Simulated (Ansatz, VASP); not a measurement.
**One calculation of AlNi, two programs**

```
Al Ni
1.0
     2.88558    0.00000    0.00000
     0.00000    2.88558    0.00000
     0.00000    0.00000    2.88558
Al Ni
1 1
Cartesian
  0.0000 0.0000 0.0000
  1.4428 1.4428 1.4428
```

Change from the starting cell: mode 6 frozen in at +0.000 Å, equal normal strain along x, y and z +0.0083.

Alike in both runs: task single point; functional PBEsol; k mesh 16 × 16 × 16; occupations gaussian, width 0.15 eV; no spin polarisation.

```csv
,VASP,Ansatz
version,VASP 6.6.1,Ansatz 0.2.0
potentials or method,"VASP PAW PBE potentials, release 64 (Al, Ni), cutoff 520 eV","scalar-relativistic, plane waves, PAW"
valence electrons in the cell,13,21
```

```csv
,VASP,Ansatz,Ansatz less VASP
gap on the k mesh at the Fermi level (eV),none,none,-
pressure (GPa),-3.9,-4.1,-0.18
```

VASP's potentials were made for PBE, not for PBEsol, and Ansatz warns of the same on its side. A gap of «none» marks a metal or a gap that the smearing closes. With one functional, cell and mesh, what is left measures potentials, basis and numerics. VASP's potentials hold 13 valence electrons a cell and Ansatz's 21, so a difference there can come from the potentials and not from the codes.
